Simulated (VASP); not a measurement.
MnS, 2 atoms in the cell. The structure is cubic, space group Fm-3m (No. 225). Conventional cell: a = 5.209 Å, b = 5.209 Å, c = 5.209 Å, α = 90.00°, β = 90.00°, γ = 90.00°. Within 3.4 Å of Mn (site symmetry m-3m) lie 6 S at 2.60 Å. Within 3.4 Å of S (site symmetry m-3m) lie 6 Mn at 2.60 Å. 

- Program: VASP 6.6.1
- Task: single point
- Functional: PBEsol
- Potentials or basis: VASP PAW PBE potentials, release 64 (Mn_pv, S)
- Cutoff: 520 eV
- k mesh: 9 × 9 × 9
- Occupations: fermi-dirac, width 0.05 eV
- Spin: no spin polarisation
- Dipole correction: no
- Further INCAR settings: ALGO = Normal; EDIFF = 1e-06; NBANDS = 16

Potentials or basis: VASP PAW PBE potentials, release 64 (Mn_pv, S).

Command:

```console
$ cat potpaw_PBE.64/Mn_pv/POTCAR potpaw_PBE.64/S/POTCAR > POTCAR
$ mpirun -np 1 vasp_std > vasp.out
```

Hardware: 1 thread of Intel Xeon 8259CL, on a shared host.

**Question.** How long does it take, and how much memory?

**Answer.** Wall time 39 s on 1 thread of Intel Xeon 8259CL, on a shared host, peak memory 0.16 GiB. Counts: scf iterations 15, k points 35.
